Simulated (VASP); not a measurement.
Input of a VASP 6.6.1 run:

Contents of INCAR:

```
PREC = Accurate
ENCUT = 520
EDIFF = 1E-7
ISMEAR = -1
SIGMA = 0.05
LREAL = F
LASPH = T
NELM = 100
ALGO = Normal
ISIF = 2
LWAVE = F
LCHARG = F
GGA = PS
NBANDS = 25
```

Contents of KPOINTS:

```
Automatic mesh
0
Gamma
  9 9 5
```

POSCAR

```
CuO
1.0
    3.3525118693      0.0000000000      0.0000000000
   -1.6762559295      2.9033604405      0.0000000000
    0.0000000000      0.0000000000      5.4906403963
Cu O
2 2
Direct
    0.6666666667      0.3333333333      0.0000000000
    0.3333333333      0.6666666667      0.5000000000
    0.6666666667      0.3333333333      0.6252000000
    0.3333333333      0.6666666667      0.1252000000
```

Potentials or basis: VASP PAW PBE potentials, release 64 (Cu, O).

Run with:

```console
$ cat potpaw_PBE.64/Cu/POTCAR potpaw_PBE.64/O/POTCAR > POTCAR
$ mpirun -np 1 vasp_std > vasp.out
```

Question: Predict the band gap on the k mesh.

Answer: Zero (band 17 reaches 3.00 eV, above the bottom of band 18 at 1.78 eV).

Question: Predict the pressure.

Answer: -18.7 GPa.

Question: Estimate the largest force.

Answer: 0.048 eV/Å.

Forces in eV/Å, atoms in the order of the input:
```
Cu   0.000  0.000 -0.048
Cu   0.000  0.000 -0.048
O    0.000  0.000  0.048
O    0.000  0.000  0.048
```

Caveat: the PAW data sets were made with another functional, which shifts forces and pressure a little; semilocal functionals often make such compounds metallic where correlation or magnetic order opens a gap, which also shifts bond lengths. With open d or f shells a metallic result of PBEsol can be an artefact of self-interaction; +U or a hybrid may open a gap.
